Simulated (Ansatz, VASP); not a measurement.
**SnSe2: VASP beside Ansatz**

```
CELL_PARAMETERS angstrom
3.84004 0.00000 0.00000
-1.92002 3.32558 0.00000
0.00000 0.00000 6.65900
ATOMIC_POSITIONS crystal
Sn 0.00000 0.00000 0.00000
Se 0.33333 0.66667 0.26513
Se 0.66667 0.33333 0.73487
```

Alike in both runs: task single point; functional PBE; dispersion D3(BJ); k mesh 12 × 12 × 6; occupations gaussian, width 0.03 eV; no spin polarisation.

|  | VASP | Ansatz |
| --- | --- | --- |
| version | VASP 6.6.1 | Ansatz 0.2.0 |
| potentials or method | VASP PAW PBE potentials, release 64 (Sn_d, Se), cutoff 500 eV | scalar-relativistic, plane waves, PAW |
| valence electrons in the cell | 26 | 46 |

VASP gave:

| Quantity | Value |
| --- | --- |
| gap on the k mesh at the Fermi level (eV) | none |
| pressure (GPa) | -5.3 |
| traceless stress, the component that is largest in VASP (GPa) | -4.49 |
| rms of the force components (eV/Å) | 0.589 |

**Question.** Which values does Ansatz return?

**Answer.** gap on the k mesh at the Fermi level (eV): none; pressure (GPa): -5.3; traceless stress, the component that is largest in VASP (GPa): -4.51; rms of the force components (eV/Å): 0.593.

Atom by atom the forces differ by 0.005 eV/Å (rms over components). A gap of «none» marks a metal or a gap that the smearing closes. VASP's potentials hold 26 valence electrons a cell and Ansatz's 46, so a difference there can come from the potentials and not from the codes.
